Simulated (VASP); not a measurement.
SnPb3O4, 8 atoms in the cell. It takes space group P4mm (No. 99, tetragonal). Conventional cell: a = 3.993 Å, b = 3.993 Å, c = 10.633 Å, α = 90.00°, β = 90.00°, γ = 90.00°. Within 3.0 Å of Sn (site symmetry 4mm) lie 4 O at 2.27 Å. Within 3.1 Å of Pb (site symmetry 4mm) lie 4 O at 2.35 Å. Within 3.1 Å of Pb (site symmetry 4mm) lie 4 O at 2.35 Å. Within 3.1 Å of Pb (site symmetry 4mm) lie 4 O at 2.32 Å. Within 3.1 Å of O (site symmetry 2mm) lie 4 Pb at 2.32 to 2.35 Å and 4 O at 2.82 Å. Within 3.0 Å of O (site symmetry 2mm) lie 2 Sn at 2.27 Å and 2 Pb at 2.35 Å and 4 O at 2.82 Å. 

- Program: VASP 6.6.1
- Task: single point
- Functional: PBE
- Potentials or basis: VASP PAW PBE potentials, release 64 (Sn_d, Pb_d, O)
- Cutoff: 520 eV
- k mesh: 8 × 8 × 4
- Occupations: gaussian, width 0.02 eV
- Spin: no spin polarisation
- Dipole correction: no
- Further INCAR settings: ALGO = Normal; EDIFF = 1e-07; NBANDS = 50

Potentials or basis: VASP PAW PBE potentials, release 64 (Sn_d, Pb_d, O).

Launch:

```bash
$ cat potpaw_PBE.64/Sn_d/POTCAR potpaw_PBE.64/Pb_d/POTCAR potpaw_PBE.64/O/POTCAR > POTCAR
$ mpirun -np 1 vasp_std > vasp.out
```

Hardware: 1 thread of Oxide Virtual Turin-like Processor, with other jobs on the host.

Q: Estimate the wall time of this run.

A: It took 7.1 min on 1 thread of Oxide Virtual Turin-like Processor, on a shared host, peak memory 0.42 GiB. Counts: scf iterations 16, k points 45.
